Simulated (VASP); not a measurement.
A run of VASP 6.6.1 is set up as follows.

The input POSCAR:

```
GaSb
1.0
    0.0000000000      3.1269060200      3.1269060200
    3.1269060200      0.0000000000      3.1269060200
    3.1269060200      3.1269060200      0.0000000000
Ga Sb
1 1
Direct
    0.0000000000      0.0000000000      0.0000000000
    0.2500000000      0.2500000000      0.2500000000
```

Contents of INCAR.step1:

```
PREC     = Accurate       # precision mode
ENCUT    = 520            # plane-wave cutoff, eV
ISMEAR   = -1             # smearing method
SIGMA    = 0.1            # smearing width, eV
LREAL    = False          # projectors in reciprocal space
LASPH    = True           # aspherical terms in the spheres
NELM     = 100            # most SCF steps
NBANDS   = 16             # bands
GGA      = PE             # functional
ALGO     = Normal         # electronic algorithm
EDIFF    = 1E-4           # SCF threshold, eV
LWAVE    = True           # write WAVECAR
LCHARG   = False          # write CHGCAR
```

INCAR.step2

```
PREC     = Accurate       # precision mode
ENCUT    = 520            # plane-wave cutoff, eV
EDIFF    = 1E-6           # SCF threshold, eV
ISMEAR   = -1             # smearing method
SIGMA    = 0.1            # smearing width, eV
LREAL    = False          # projectors in reciprocal space
LASPH    = True           # aspherical terms in the spheres
NELM     = 100            # most SCF steps
ALGO     = Normal         # electronic algorithm
ISIF     = 2              # what is computed and relaxed
LWAVE    = False          # write WAVECAR
LCHARG   = True           # write CHGCAR
METAGGA  = R2SCAN         # meta-GGA
LMIXTAU  = True         
LELF     = True           # ELF
LVHAR    = True         
NBANDS   = 16             # bands
ISTART   = 1
```

Contents of KPOINTS:

```
regular mesh
0
Gamma
  10 10 10
```

Potentials or basis: VASP PAW PBE potentials, release 64 (Ga_d, Sb).

Launch:

```sh
$ cat potpaw_PBE.64/Ga_d/POTCAR potpaw_PBE.64/Sb/POTCAR > POTCAR
$ cp INCAR.step1 INCAR
$ mpirun -np 1 vasp_std > vasp.out
$ cp INCAR.step2 INCAR
$ mpirun -np 1 vasp_std > vasp.out
```

Q: Estimate the pressure.

A: -2.6 GPa.

Q: What does it give for the band gap on the k mesh?

A: Zero (filled and empty bands touch).

Caveat: semilocal functionals underestimate gaps, and a narrow one can read as zero; the PAW data sets were made with another functional, which shifts forces and pressure a little; spin-orbit coupling is left out, which moves the levels of the heavy elements.
